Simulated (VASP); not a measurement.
Set up this calculation in VASP 6.6.1, as the native input.

```
Task                   : single point
Functional             : LDA
Potentials or basis    : VASP PAW LDA potentials, release 64 (Si, O)
Cutoff                 : 520 eV
k mesh                 : 6 × 6 × 4
Occupations            : gaussian, width 0.02 eV
Spin                   : no spin polarisation
Dipole correction      : no
Further INCAR settings : ALGO = Normal; EDIFF = 1e-06; NBANDS = 44
```

The structure of SiO2 lies in POSCAR:

```
SiO2
1.0
    4.8076924448      0.0000000000      0.0000000000
   -2.4038462224      4.1635837908      0.0000000000
    0.0000000000      0.0000000000      8.5215778932
Si O
4 8
Direct
    0.6666666667      0.3333333333      0.9364362504
    0.6666666667      0.3333333333      0.5635637496
    0.3333333333      0.6666666667      0.0635637496
    0.3333333333      0.6666666667      0.4364362504
    0.0000000000      0.3759885507      0.0000000000
    0.3759885507      0.3759885507      0.5000000000
    0.6240114493      0.0000000000      0.5000000000
    0.6240114493      0.6240114493      0.0000000000
    0.0000000000      0.6240114493      0.5000000000
    0.6666666667      0.3333333333      0.7500000000
    0.3333333333      0.6666666667      0.2500000000
    0.3759885507      0.0000000000      0.0000000000
```

The input as run:

INCAR

```
  PREC = Accurate
  ENCUT = 520
  EDIFF = 1E-6
  ISMEAR = 0
  SIGMA = 0.02
  LREAL = F
  LASPH = T
  NELM = 60
  ALGO = Normal
  ISIF = 2
  LWAVE = F
  LCHARG = T
  LELF = T
  LVHAR = T
  NBANDS = 44
```

KPOINTS

```
Automatic mesh
0
Gamma
  6 6 4
```

Potentials or basis: VASP PAW LDA potentials, release 64 (Si, O).

Command:

```sh
$ cat potpaw_LDA.64/Si/POTCAR potpaw_LDA.64/O/POTCAR > POTCAR
$ mpirun -np 1 vasp_std > vasp.out
```

Results of the run:

The pressure is 3.6 GPa. The largest force is 0.040 eV/Å and the band gap on the k mesh is 5.50 eV, indirect (least direct gap 5.62 eV).

It took 62 s on 1 thread of Intel(R) Xeon(R) 6975P-C (Granite Rapids), with other jobs on the host, peak memory 0.27 GiB.
